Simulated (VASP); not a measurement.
Write the native input for VASP 6.6.1 that does the following.

```yaml
Task: single point
Functional: r2SCAN
Potentials_or_basis: VASP PAW PBE potentials, release 64 (B, N)
Cutoff: 520 eV
k_mesh: 12 × 12 × 12
Occupations: gaussian, width 0.02 eV
Spin: no spin polarisation
Dipole_correction: no
Further_INCAR_settings: ALGO = Normal; EDIFF = 1e-06; NBANDS = 11
```

Crystal: BN.

```
CELL_PARAMETERS angstrom
0.00000 1.80481 1.80481
1.80481 0.00000 1.80481
1.80481 1.80481 0.00000
ATOMIC_POSITIONS crystal
B 0.00000 0.00000 0.00000
N 0.75000 0.75000 0.75000
```

These files were run (other wordings do the same):

POSCAR

```
BN
1.0
    0.0000000000      1.8048137555      1.8048137555
    1.8048137555      0.0000000000      1.8048137555
    1.8048137555      1.8048137555      0.0000000000
B N
1 1
Direct
    0.0000000000      0.0000000000      0.0000000000
    0.7500000000      0.7500000000      0.7500000000
```

INCAR.step1

```
  PREC = Accurate
  ENCUT = 520
  ISMEAR = 0
  SIGMA = 0.02
  LREAL = F
  LASPH = T
  NELM = 80
  NBANDS = 11
  GGA = PE
  ALGO = Normal
  EDIFF = 1E-4
  LWAVE = T
  LCHARG = F
```

INCAR.step2

```
  PREC = Accurate
  ENCUT = 520
  EDIFF = 1E-6
  ISMEAR = 0
  SIGMA = 0.02
  LREAL = F
  LASPH = T
  NELM = 80
  ALGO = Normal
  ISIF = 2
  LWAVE = F
  LCHARG = F
  METAGGA = R2SCAN
  LMIXTAU = T
  NBANDS = 11
  ISTART = 1
```

KPOINTS

```
regular mesh
0
Gamma
  12 12 12
```

Potentials or basis: VASP PAW PBE potentials, release 64 (B, N).

Run with:

```bash
$ cat potpaw_PBE.64/B/POTCAR potpaw_PBE.64/N/POTCAR > POTCAR
$ cp INCAR.step1 INCAR
$ mpirun -np 1 vasp_std > vasp.out
$ cp INCAR.step2 INCAR
$ mpirun -np 1 vasp_std > vasp.out
```

It gave:

```json
{
 "Pressure": "1.2 GPa",
 "Band gap on the k mesh": "4.98 eV, indirect (least direct gap 9.55 eV)"
}
```

Caveat: the PAW data sets were made with another functional, which shifts forces and pressure a little.

It took 37 s on 1 thread of Intel(R) Xeon(R) Platinum 8375C CPU @ 2.90GHz (Ice Lake), with other jobs on the host, peak memory 0.12 GiB.
